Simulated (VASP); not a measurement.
Here is a VASP 6.6.1 calculation.

The input INCAR:

```
SYSTEM = GaN
ALGO = Normal
EDIFF = 1E-6
ENCUT = 600
GGA = PE
GGA_COMPAT = .FALSE.
ISIF = 2
ISMEAR = 0
LASPH = .TRUE.
LCHARG = .TRUE.
LELF = .TRUE.
LREAL = .FALSE.
LVHAR = .TRUE.
LWAVE = .FALSE.
NBANDS = 16
NELM = 120
PREC = Accurate
SIGMA = 0.1
```

File KPOINTS:

```
k-points
0
G
  8 8 8
  0 0 0
```

POSCAR

```
GaN
1.0
    0.0000000000      1.9925000000      1.9925000000
    1.9925000000      0.0000000000      1.9925000000
    1.9925000000      1.9925000000      0.0000000000
Ga N
1 1
Direct
    0.5000000000      0.5000000000      0.5000000000
    0.0000000000      0.0000000000      0.0000000000
```

Potentials or basis: VASP PAW PBE potentials, release 64 (Ga_d, N).

The run is started by

```console
$ cat potpaw_PBE.64/Ga_d/POTCAR potpaw_PBE.64/N/POTCAR > POTCAR
$ mpirun -np 1 vasp_std > vasp.out
```

What does it give for the band gap on the k mesh?

1.81 eV, indirect (least direct gap 5.21 eV).

Estimate the pressure.

70.0 GPa.

A k mesh can miss the band edges.
